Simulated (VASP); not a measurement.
Write the native input for VASP 6.6.1 that does the following.

* Task: relaxation of cell and atoms
* Functional: PBE
* Potentials or basis: VASP PAW PBE potentials, release 64 (La, O)
* Cutoff: 600 eV
* k mesh: 6 × 6 × 6
* Occupations: gaussian, width 0.1 eV
* Spin: no spin polarisation
* Dipole correction: no
* Further INCAR settings: ALGO = Normal; EDIFF = 1e-06; IBRION = 2; EDIFFG = -0.04; NSW = 90; ISIF = 3

The structure of LaO4 lies in POSCAR:

```
LaO4
1.0
    2.2093954500      1.2755950600      4.8602913100
   -2.2093954500      1.2755950600      4.8602913100
    0.0000000000     -2.5511901200      4.8602913100
La O
1 4
Direct
    0.0000000000      0.0000000000      0.0000000000
    0.0000000000      0.0000000000      0.5000000000
    0.5000000000      0.0000000000      0.0000000000
    0.0000000000      0.5000000000      0.0000000000
    0.5000000000      0.5000000000      0.5000000000
```

The cell was generated, and may not be a known phase.

One way to write it, as run:

INCAR

```
SYSTEM = LaO4
  PREC = Accurate
  ENCUT = 600
  EDIFF = 1E-6
  ISMEAR = 0
  SIGMA = 0.1
  LREAL = .FALSE.
  LASPH = .TRUE.
  NELM = 60
  ALGO = Normal
  ISIF = 3
  LWAVE = .FALSE.
  LCHARG = .FALSE.
  GGA = PE
  IBRION = 2
  NSW = 90
  EDIFFG = -0.04
```

KPOINTS

```
regular mesh
0
G
  6 6 6
  0 0 0
```

Potentials or basis: VASP PAW PBE potentials, release 64 (La, O).

Run with:

```sh
$ cat potpaw_PBE.64/La/POTCAR potpaw_PBE.64/O/POTCAR > POTCAR
$ mpirun -np 1 vasp_std > vasp.out
```

It gave:

- Relaxed volume: 14.68 Å³/atom
- Relaxed cell: a = 4.781 Å, b = 4.781 Å, c = 4.781 Å, α = 57.82°, β = 57.82°, γ = 57.82°
- Space group after relaxing (to 0.1 Å): R-3m (No. 166)
- Energy gained by relaxing: 597.6 meV/atom
- Ionic steps: 9
- Pressure after relaxing: 0.0 GPa
- Band gap on the k mesh: zero (an odd number of electrons rules out a gap without spin polarisation)

Caveat: spin-orbit coupling is left out, which moves the levels of the heavy elements; an odd number of electrons without spin polarisation forces a metal; a magnetic or distorted state may lie lower.

It took 12 min on 1 thread of Intel(R) Xeon(R) Platinum 8259CL CPU @ 2.50GHz (Skylake/Cascade Lake), on a shared host, peak memory 0.42 GiB.
